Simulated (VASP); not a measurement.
Write the native input for VASP 6.6.1 that does the following.

- Task: single point
- Functional: LDA
- Potentials or basis: VASP PAW LDA potentials, release 64 (Si, N)
- Cutoff: 520 eV
- k mesh: 6 × 6 × 6
- Occupations: gaussian, width 0.15 eV
- Spin: no spin polarisation
- Dipole correction: no
- Further INCAR settings: ALGO = Normal; EDIFF = 1e-06; NBANDS = 28

The structure of Si8N (a cell with a defect) lies in POSCAR:

```
Si8N
1.0
    4.6579848274      2.6892887940      1.8598059153
   -4.6579848274      2.6892887940      1.8598059153
    0.0000000000     -5.3785775880      1.8598059153
Si N
8 1
Direct
    0.0230623328      0.7214165780      0.5253456073
    0.9769376672      0.2785834220      0.4746543927
    0.7155045384      0.7155045384      0.7155045384
    0.2785834220      0.4746543927      0.9769376672
    0.4746543927      0.9769376672      0.2785834220
    0.7214165780      0.5253456073      0.0230623328
    0.2844954616      0.2844954616      0.2844954616
    0.5253456073      0.0230623328      0.7214165780
    0.3214165780     -0.2746543927     -1.1769376672
```

These files were run (other wordings do the same):

INCAR

```
SYSTEM = Si8N
PREC = Accurate
ENCUT = 520
EDIFF = 1E-6
ISMEAR = 0
SIGMA = 0.15
LREAL = .False.
LASPH = .True.
NELM = 120
ALGO = Normal
ISIF = 2
LWAVE = .False.
LCHARG = .False.
GGA = CA
NBANDS = 28
GGA_COMPAT = .False.
```

KPOINTS

```
regular mesh
0
Gamma
  6 6 6
  0 0 0
```

Potentials or basis: VASP PAW LDA potentials, release 64 (Si, N).

The run is started by

```sh
$ cat potpaw_LDA.64/Si/POTCAR potpaw_LDA.64/N/POTCAR > POTCAR
$ mpirun -np 1 vasp_std > vasp.out
```

It gave:

| Item | Value |
| --- | --- |
| Pressure | 3.0 GPa |
| Largest force | 2.079 eV/Å |
| Band gap on the k mesh | zero (an odd number of electrons rules out a gap without spin polarisation) |

Caveat: an odd number of electrons without spin polarisation forces a metal; a magnetic or distorted state may lie lower.

It took 10 min on 1 thread of Oxide Virtual Turin-like Processor, on a shared host, peak memory 0.39 GiB.
